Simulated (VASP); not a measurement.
# MgO (Fm-3m) in VASP: notebook

MgO is run at these levels: LDA, PBEsol, PBE; tasks: single point.

Everything below comes from runs of VASP 6.6.1. Logs are shortened: lines on timing, memory, paths and dates and some standing lists are left out, and cuts for length are marked.

**What was measured.**

“Electronic structure of alkaline earth and post-transition metal oxides”, 2009, arxiv:0908.1581 quotes, for a bulk crystal of MgO: band gap 7.83 eV.

The results are compared with them further down.

### Step 1. The cell of the first run

Symmetry: Fm-3m, No. 225, cubic system. The conventional cell has a = 4.270 Å, b = 4.270 Å, c = 4.270 Å, α = 90.00°, β = 90.00°, γ = 90.00°. Within 2.8 Å of Mg (site symmetry m-3m) lie 6 O at 2.14 Å. Within 2.8 Å of O (site symmetry m-3m) lie 6 Mg at 2.14 Å.

### Step 2. Single point, LDA

Input file INCAR:

```
SYSTEM = MgO
  ALGO = Normal
  EDIFF = 1E-6
  ENCUT = 520
  ISIF = 2
  ISMEAR = -1
  LASPH = .True.
  LCHARG = .False.
  LREAL = .False.
  LWAVE = .False.
  NBANDS = 11
  NELM = 100
  PREC = Accurate
  SIGMA = 0.01
```

Input file KPOINTS:

```
k-points
0
Gamma
  11 11 11
  0 0 0
```

Input file POSCAR:

```
MgO
1.0
    0.0000000000      2.1351500000      2.1351500000
    2.1351500000      0.0000000000      2.1351500000
    2.1351500000      2.1351500000      0.0000000000
Mg O
1 1
Direct
    0.0000000000      0.0000000000      0.0000000000
    0.5000000000      0.5000000000      0.5000000000
```

Potentials or basis: VASP PAW LDA potentials, release 64 (Mg, O).

Run with:

```console
> cat potpaw_LDA.64/Mg/POTCAR potpaw_LDA.64/O/POTCAR > POTCAR
> mpirun -np 1 vasp_std > vasp.out
```

OUTCAR:

```text
SYSTEM = MgO
   EDIFF = 1E-6
   ENCUT = 520
   ISIF = 2
   ISMEAR = -1
   LASPH = .True.
   LREAL = .False.
   NELM = 100
   PREC = Accurate

 ion  position               nearest neighbor table
   1  0.000  0.000  0.000-   2 2.14   2 2.14   2 2.14   2 2.14   2 2.14   2 2.14
   2  0.500  0.500  0.500-   1 2.14   1 2.14   1 2.14   1 2.14   1 2.14   1 2.14

  LATTYP: Found a face centered cubic cell.
 ALAT       =     4.2703000000

  Lattice vectors:

 A1 = (   0.0000000000,   2.1351500000,   2.1351500000)
 A2 = (   2.1351500000,   0.0000000000,   2.1351500000)
 A3 = (   2.1351500000,   2.1351500000,   0.0000000000)

Analysis of symmetry for initial positions (statically):
=====================================================================
 Subroutine PRICEL returns:
 Original cell was already a primitive cell.

 Routine SETGRP: Setting up the symmetry group for a
 face centered cubic supercell.

 Subroutine GETGRP returns: Found 48 space group operations
 (whereof 48 operations were pure point group operations)
 out of a pool of 48 trial point group operations.

The static configuration has the point symmetry O_h .

Analysis of symmetry for dynamics (positions and initial velocities):
=====================================================================
 Subroutine PRICEL returns:
 Original cell was already a primitive cell.

 Routine SETGRP: Setting up the symmetry group for a
 face centered cubic supercell.

 Subroutine GETGRP returns: Found 48 space group operations
 (whereof 48 operations were pure point group operations)
 out of a pool of 48 trial point group operations.

The dynamic configuration has the point symmetry O_h .

 Subroutine INISYM returns: Found 48 space group operations
 (whereof 48 operations are pure point group operations),
 and found     1 'primitive' translations

----------------------------------------------------------------------------------------

                                     Primitive cell

  volume of cell :      19.4677

  direct lattice vectors                    reciprocal lattice vectors
     0.000000000  2.135150000  2.135150000    -0.234175585  0.234175585  0.234175585
     2.135150000  0.000000000  2.135150000     0.234175585 -0.234175585  0.234175585
     2.135150000  2.135150000  0.000000000     0.234175585  0.234175585 -0.234175585

  length of vectors
     3.019558088  3.019558088  3.019558088     0.405604011  0.405604011  0.405604011

  position of ions in fractional coordinates (direct lattice)
     0.000000000  0.000000000  0.000000000
     0.500000000  0.500000000  0.500000000

  ion indices of the primitive-cell ions
   primitive index   ion index
                 1           1
                 2           2

----------------------------------------------------------------------------------------

 KPOINTS: k-points

Automatic generation of k-mesh.
 Grid dimensions read from file:
 generate k-points for:   11   11   11

 Generating k-lattice:

  Cartesian coordinates                     Fractional coordinates (reciprocal lattice)
    -0.021288690  0.021288690  0.021288690     0.090909091  0.000000000  0.000000000
     0.021288690 -0.021288690  0.021288690     0.000000000  0.090909091  0.000000000
     0.021288690  0.021288690 -0.021288690     0.000000000  0.000000000  0.090909091

  Length of vectors
     0.036873092  0.036873092  0.036873092

  Shift w.r.t. Gamma in fractional coordinates (k-lattice)
     0.000000000  0.000000000  0.000000000

 Subroutine IBZKPT returns following result:
 ===========================================

 Found     56 irreducible k-points:

 Following reciprocal coordinates:
            Coordinates               Weight
  0.000000  0.000000  0.000000      1.000000
  0.090909  0.000000  0.000000      8.000000
  0.181818  0.000000  0.000000      8.000000
  0.272727  0.000000  0.000000      8.000000
  0.363636  0.000000  0.000000      8.000000
  0.454545  0.000000  0.000000      8.000000
[... 16 lines left out ...]
 -0.272727  0.181818  0.000000     24.000000
 -0.181818  0.181818  0.000000     12.000000
 [... further k-points ...]
   k-points           NKPTS =     56   k-points in BZ     NKDIM =     56   number of bands    NBANDS=     11
   number of dos      NEDOS =    301   number of ions     NIONS =      2
   total plane-waves  NPLWV =  13824
   dimension x,y,z NGX =    24 NGY =   24 NGZ =   24
   dimension x,y,z NGXF=    48 NGYF=   48 NGZF=   48
   ions per type =               1   1
   NGX,Y,Z   is equivalent  to a cutoff of  13.21, 13.21, 13.21 a.u.
   NGXF,Y,Z  is equivalent  to a cutoff of  26.43, 26.43, 26.43 a.u.
 SYSTEM =  MgO
   PREC   = accura    normal or accurate (medium, high low for compatibility)
   ISTART =      0    job   : 0-new  1-cont  2-samecut
   ICHARG =      2    charge: 1-file 2-atom 10-const
   ISPIN  =      1    spin polarized calculation?
   LNONCOLLINEAR =      F non collinear calculations
   LSORBIT =      F    spin-orbit coupling
   LASPH  =      T    aspherical Exc in radial PAW
   ENCUT  =  520.0 eV  38.22 Ry    6.18 a.u.   5.61  5.61  5.61*2*pi/ulx,y,z
   NELM   =    100;   NELMIN=  2; NELMDL= -5     # of ELM steps
   EDIFF  = 0.1E-05   stopping-criterion for ELM
   LREAL  =      F    real-space projection
   EDIFFG = 0.1E-04   stopping-criterion for IOM
   NSW    =      0    number of steps for IOM
   IBRION =     -1    ionic relax: 0-MD 1-quasi-New 2-CG
   NFREE  =      0    steps in history (QN), initial steepest desc. (CG)
   ISIF   =      2    stress and relaxation
   ISYM   =      2    0-nonsym 1-usesym 2-fastsym
   POTIM  = 0.5000    time-step for ionic-motion
   TEBEG  =    0.0;   TEEND  =   0.0 temperature during run
   PSTRESS=    0.0 pullay stress
   NELECT =       8.0000    total number of electrons
   NUPDOWN=      -1.0000    fix difference up-down
   EMIN   =  10.00;   EMAX   =-10.00  energy-range for DOS
   EFERMI =   0.00;   METHOD = LEGACY
   ISMEAR =    -1;   SIGMA  =   0.01  broadening in eV -4-tet -1-fermi 0-gaus
   EFERMI_NEDOS =   21; number of points for ismear=-14 and -15
   IALGO  =     38    algorithm
   IMIX   =      4    mixing-type and parameters
     AMIX     =   0.40;   BMIX     =  1.00
     AMIX_MAG =   1.60;   BMIX_MAG =  1.00
  volume/ion in A,a.u.               =       9.73        65.69
  Fermi-wavevector in a.u.,A,eV,Ry     =   1.217119  2.300022 20.155386  1.481379
  Thomas-Fermi vector in A             =   2.352450
   LORBIT       =      0    0 simple, 1 ext, 2 COOP (PROOUT), +10 PAW based schemes
   GGA     = CA    functional components
   LHFCALC =     F    Hartree Fock is set to
   AEXX    =    0.0000 exact exchange contribution
   IVDW    =     0    specifies the selected vdW correction
   LEPSILON=     F    determine dielectric tensor
   LRPA    =     F    only Hartree local field effects (RPA)
 non-spin polarized calculation
  energy-cutoff  :      520.00
  volume of cell :       19.47
 maximum number of plane-waves:       534
   NGX = 11   NGY = 11   NGZ = 11

 number of electron       8.0000002 magnetization

 Free energy of the ion-electron system (eV)
  ---------------------------------------------------
  ext. energy  EPLUGINS =         0.00000000
  ---------------------------------------------------
  free energy    TOTEN  =       -13.37385363 eV

  energy without entropy =      -13.37385363  energy(sigma->0) =      -13.37385363

 E-fermi :   2.8607     XC(G=0): -11.3945

 val. band max:        2.5748132910   @ k =   0.0000   0.0000   0.0000
 cond. band min:       6.8404744552   @ k =   0.0000   0.0000   0.0000
 fundamental gap:      4.2656611642
 Fermi energy:         2.8606703918

 k-point     1 :       0.0000    0.0000    0.0000
  band No.  band energies     occupation
      1     -14.2168      2.00000
      2       2.5748      2.00000
      3       2.5748      2.00000
      4       2.5748      2.00000
      5       6.8405      0.00000
      6      17.8758      0.00000
      7      17.8758      0.00000
      8      17.8758      0.00000
      9      21.7943      0.00000
     10      23.3871      0.00000
     11      23.3871      0.00000

 k-point     2 :       0.0909    0.0000    0.0000
  band No.  band energies     occupation
      1     -14.1317      2.00000
      2       2.0221      2.00000
      3       2.5214      2.00000
      4       2.5214      2.00000
      5       7.3747      0.00000
      6      16.8164      0.00000
      7      18.0629      0.00000
      8      18.0629      0.00000
      9      22.6656      0.00000
     10      22.6656      0.00000
     11      23.1458      0.00000

 k-point     3 :       0.1818    0.0000    0.0000
  band No.  band energies     occupation
      1     -13.8937      2.00000
      2       0.8716      2.00000
      3       2.3822      2.00000
      4       2.3822      2.00000
      5       8.4381      0.00000
      6      15.3817      0.00000
      7      18.4582      0.00000
      8      18.4582      0.00000
      9      21.9187      0.00000
     10      21.9187      0.00000
     11      23.9213      0.00000

 k-point     4 :       0.2727    0.0000    0.0000
  band No.  band energies     occupation
      1     -13.5576      2.00000
      2      -0.3338      2.00000
      3       2.2077      2.00000
      4       2.2077      2.00000
      5       9.3896      0.00000
      6      14.5235      0.00000
      7      18.5890      0.00000
      8      18.5890      0.00000
      9      22.0834      0.00000
     10      22.0834      0.00000
     11      23.4046      0.00000
[... 239 lines left out ...]
 k-point    22 :      -0.3636    0.1818    0.0000
  band No.  band energies     occupation
      1     -12.9277      2.00000
      2      -1.3491      2.00000
      3       0.8949      2.00000
      4       1.8725      2.00000
      5      11.3225      0.00000
      6      14.2025      0.00000
      7      15.9315      0.00000
      8      18.8710      0.00000
      9      22.6172      0.00000
     10      23.3027      0.00000
     11      26.1175      0.00000

 k-point    23 :      -0.2727    0.1818    0.0000
  band No.  band energies     occupation
      1     -13.1567      2.00000
      2      -0.8631      2.00000
      3       1.0660      2.00000
      4       2.0443      2.00000
      5      10.9654      0.00000
      6      13.9949      0.00000
      7      16.4713      0.00000
      8      19.1639      0.00000
      9      21.5095      0.00000
     10      23.1357      0.00000
     11      26.2084      0.00000

 k-point    24 :      -0.1818    0.1818    0.0000
  band No.  band energies     occupation
      1     -13.4562      2.00000
      2      -0.2363      2.00000
      3       1.4926      2.00000
      4       2.2249      2.00000
      5      10.1026      0.00000
      6      14.1954      0.00000
      7      17.3050      0.00000
      8      19.7330      0.00000
      9      20.0260      0.00000
     10      23.0570      0.00000
     11      26.0247      0.00000

 [... further k-points ...]
[... 5 lines left out ...]
  --------------------------------------------------------------------------------------
  -------------------------------------------------------------------------------------
  Total       -1.6091914     -1.6091914     -1.6091914      0.0000000     -0.0000000      0.0000000
  in kB     -132.4351071   -132.4351071   -132.4351071      0.0000000     -0.0000000      0.0000000
  external PRESSURE =    -132.4351071 kB  Pullay stress =       0.0000000 kB

 VOLUME and BASIS-vectors are now :
 -----------------------------------------------------------------------------
  energy-cutoff  :      520.00
  volume of cell :       19.47
      direct lattice vectors                 reciprocal lattice vectors
     0.000000000  2.135150000  2.135150000    -0.234175585  0.234175585  0.234175585
     2.135150000  0.000000000  2.135150000     0.234175585 -0.234175585  0.234175585
     2.135150000  2.135150000  0.000000000     0.234175585  0.234175585 -0.234175585

 POSITION                                       TOTAL-FORCE (eV/Angst)
 -----------------------------------------------------------------------------------
      0.00000      0.00000      0.00000        -0.000000     -0.000000     -0.000000
      2.13515      2.13515      2.13515         0.000000      0.000000      0.000000
 -----------------------------------------------------------------------------------
    total drift:                               -0.000000     -0.000000      0.000000

  FREE ENERGIE OF THE ION-ELECTRON SYSTEM (eV)
  ---------------------------------------------------
  free  energy   TOTEN  =       -13.3738536300 eV

  energy  without entropy=      -13.3738536300  energy(sigma->0) =      -13.37385363
```

It took 11 s on 1 thread of AMD EPYC 7R43 (Zen 3), shared host; peak memory 0.1 GiB.

What came out:

```yaml
Free_energy: -13.3739 eV
Pressure: -13.2 GPa
Band_gap_on_the_k_mesh: 4.27 eV, direct
```

Expect the measured gap to be larger: semilocal functionals such as LDA lack the derivative discontinuity.

### Step 3. Single point, PBEsol

Input file INCAR:

```
SYSTEM = MgO
PREC = Accurate
ENCUT = 520
EDIFF = 1E-6
ISMEAR = -1
SIGMA = 0.01
LREAL = .False.
LASPH = .True.
NELM = 100
ALGO = Normal
ISIF = 2
LWAVE = .False.
LCHARG = .False.
GGA = PS
NBANDS = 11
```

Input file KPOINTS:

```
regular mesh
0
Gamma
  11 11 11
  0 0 0
```

POSCAR is that of step 2.

Potentials or basis: VASP PAW PBE potentials, release 64 (Mg, O).

Run with:

```console
> cat potpaw_PBE.64/Mg/POTCAR potpaw_PBE.64/O/POTCAR > POTCAR
> mpirun -np 1 vasp_std > vasp.out
```

Run time: 12 s. Hardware: 1 thread of AMD EPYC 7R43 (Zen 3), shared host; peak memory 0.11 GiB.

The run converged. Its results:

- Free energy: -12.4968 eV
- Pressure: -6.3 GPa
- Band gap on the k mesh: 4.25 eV, direct

Levels at points of the mesh, in eV from the valence-band top:
| k point | band 1 | band 2 | band 3 | band 4 | band 5 | band 6 | band 7 | band 8 | band 9 |
| --- | --- | --- | --- | --- | --- | --- | --- | --- | --- |
| (0.00, 0.00, 0.00) | -17.00 | 0.00 | 0.00 | 0.00 | 4.25 | 15.40 | 15.40 | 15.40 | 19.14 |

Caveat: the PAW data sets were made with another functional, which shifts forces and pressure a little.

### Step 4. Single point, PBE

Input file INCAR:

```
SYSTEM = MgO
PREC     = Accurate       ! precision mode
ENCUT    = 520            ! plane-wave cutoff, eV
EDIFF    = 1E-6           ! SCF threshold, eV
ISMEAR   = -1             ! smearing method
SIGMA    = 0.01           ! smearing width, eV
LREAL    = .FALSE.        ! projectors in reciprocal space
LASPH    = .TRUE.         ! aspherical terms in the spheres
NELM     = 100            ! most SCF steps
ALGO     = Normal         ! electronic algorithm
ISIF     = 2              ! what is computed and relaxed
LWAVE    = .FALSE.        ! write WAVECAR
LCHARG   = .TRUE.         ! write CHGCAR
GGA      = PE             ! functional
LELF     = .TRUE.         ! ELF
LVHAR    = .TRUE.       
NBANDS   = 11             ! bands
```

Input file KPOINTS:

```
regular mesh
0
G
  11 11 11
  0 0 0
```

POSCAR is that of step 3.

Run with:

```console
> cat potpaw_PBE.64/Mg/POTCAR potpaw_PBE.64/O/POTCAR > POTCAR
> mpirun -np 1 vasp_std > vasp.out
```

It took 12 s on 1 thread of AMD EPYC 7R43 (Zen 3), shared host; peak memory 0.11 GiB.

The run converged. Its results:

```
Free energy            : -11.9097 eV
Pressure               : -2.4 GPa
Band gap on the k mesh : 4.34 eV, direct
```

Levels at points of the mesh, in eV from the valence-band top:
```csv
k point,band 2,band 3,band 4,band 5,band 6,band 7
"(0.00, 0.00, 0.00)",0.00,0.00,0.00,4.34,15.57,15.57
```

### Step 5. The runs side by side

```csv
level,potentials or basis,gap on the mesh (eV),pressure (GPa)
LDA,"VASP PAW LDA potentials, release 64 (Mg, O)",4.27,-13.2
PBEsol,"VASP PAW PBE potentials, release 64 (Mg, O)",4.25,-6.3
PBE,"VASP PAW PBE potentials, release 64 (Mg, O)",4.34,-2.4
```

Alike in all rows: task single point; no spin polarisation; cell as given; k mesh 11 × 11 × 11; cutoff (eV) 520; smearing fermi-dirac 0.01 eV.

Caveats: the PAW data sets were made with another functional, which shifts forces and pressure a little (some runs).

Total energies depend on the potentials used, so only differences within one code and one set of settings carry meaning.

### Step 6. Against experiment

Step 4. Measured gap of MgO: 7.83 eV (quoted in “Electronic structure of alkaline earth and post-transition metal oxides”, 2009, arxiv:0908.1581). This calculation gives 4.34 eV (-3.49 eV). The value is that of PBE, without temperature or zero-point motion. Semilocal functionals fall short of measured gaps as a rule.
